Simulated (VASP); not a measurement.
Wanted: the native input for a VASP 6.6.1 run.

```
Task                   : single point
Functional             : PBEsol
Potentials or basis    : VASP PAW PBE potentials, release 64 (Co, Si)
Cutoff                 : 520 eV
k mesh                 : 10 × 10 × 12
Occupations            : gaussian, width 0.05 eV
Spin                   : collinear spin
Starting moments       : [0.05, 0.0, 0.0] μB
Dipole correction      : no
Further INCAR settings : ALGO = Normal; EDIFF = 1e-06; NBANDS = 20
```

The structure of CoSi2 lies in POSCAR:

```
CoSi2
1.0
    4.1182143777      0.0000000000      0.0000000000
   -2.0591071889      3.5664782693      0.0000000000
    0.0000000000      0.0000000000      2.4756767242
Co Si
1 2
Direct
    0.0000000000      0.0000000000      0.0000000000
    0.3333333333      0.6666666667      0.5000000000
    0.6666666667      0.3333333333      0.5000000000
```

The input as run:

INCAR

```
SYSTEM = CoSi2
PREC     = Accurate       ! precision mode
ENCUT    = 520            ! plane-wave cutoff, eV
EDIFF    = 1E-6           ! SCF threshold, eV
ISMEAR   = 0              ! smearing method
SIGMA    = 0.05           ! smearing width, eV
LREAL    = .False.        ! projectors in reciprocal space
LASPH    = .True.         ! aspherical terms in the spheres
NELM     = 150            ! most SCF steps
ALGO     = Normal         ! electronic algorithm
ISIF     = 2              ! what is computed and relaxed
LWAVE    = .False.        ! write WAVECAR
LCHARG   = .False.        ! write CHGCAR
ISPIN    = 2              ! spin polarisation
MAGMOM   = 0.05 0 0       ! initial moments
LORBIT   = 11             ! projections on sites
LMAXMIX  = 4              ! l up to which the mixer works
GGA      = PS             ! functional
NBANDS   = 20             ! bands
```

KPOINTS

```
Automatic mesh
0
Gamma
  10 10 12
  0 0 0
```

Potentials or basis: VASP PAW PBE potentials, release 64 (Co, Si).

The run is started by

```console
$ cat potpaw_PBE.64/Co/POTCAR potpaw_PBE.64/Si/POTCAR > POTCAR
$ mpirun -np 1 vasp_std > vasp.out
```

It gave:

The pressure is 0.1 GPa and the net moment is 0.05 μB per cell. The site moments are Co +0.05; Si +0.00 μB. The valence electrons inside the program's atomic spheres are Co 8.27; Si 1.63.

Caveat: the PAW data sets were made with another functional, which shifts forces and pressure a little.

Wall time 2.4 min on 1 thread of Intel Xeon 8259CL, on a shared host, peak memory 0.24 GiB.
